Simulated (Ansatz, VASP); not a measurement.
## SrMn3: VASP beside Ansatz

```
Sr Mn
1.0
     4.27826    0.00000    0.00000
     0.00000    4.27826    0.00000
     0.00000    0.00000    4.27826
Sr Mn
1 3
Direct
  0.00000 0.00000 0.00000
  0.00000 0.50000 0.50000
  0.50000 0.00000 0.50000
  0.50000 0.50000 0.00000
```

Alike in both runs: functional PBE; k mesh 4 × 4 × 4; occupations gaussian, width 0.1 eV; collinear spin.

Ansatz relaxed the structure, and its values are those at the end. VASP's run is a single point on that final structure, the one shown.

```csv
,VASP,Ansatz
version,VASP 6.6.1,Ansatz 0.2.0
potentials or method,"VASP PAW PBE potentials, release 64 (Sr_sv, Mn_pv), cutoff 520 eV","scalar-relativistic, plane waves, PAW"
valence electrons in the cell,49,55
```

|  | VASP | Ansatz | Ansatz less VASP |
| --- | --- | --- | --- |
| gap on the k mesh at the Fermi level (eV) | none | none | - |
| pressure (GPa) | 0.1 | -0.2 | -0.26 |
| net moment per atom (μB) | 2.64 | 2.64 | +0.001 |
| size of the moment on the site where the two differ most (μB) | 3.46 | 3.54 | +0.083 |

Site moments also hang on the region over which each program counts them. A gap of «none» marks a metal or a gap that the smearing closes. VASP's potentials hold 49 valence electrons a cell and Ansatz's 55, so a difference there can come from the potentials and not from the codes.

The k mesh is coarse, so the values compare programs but aren't converged.
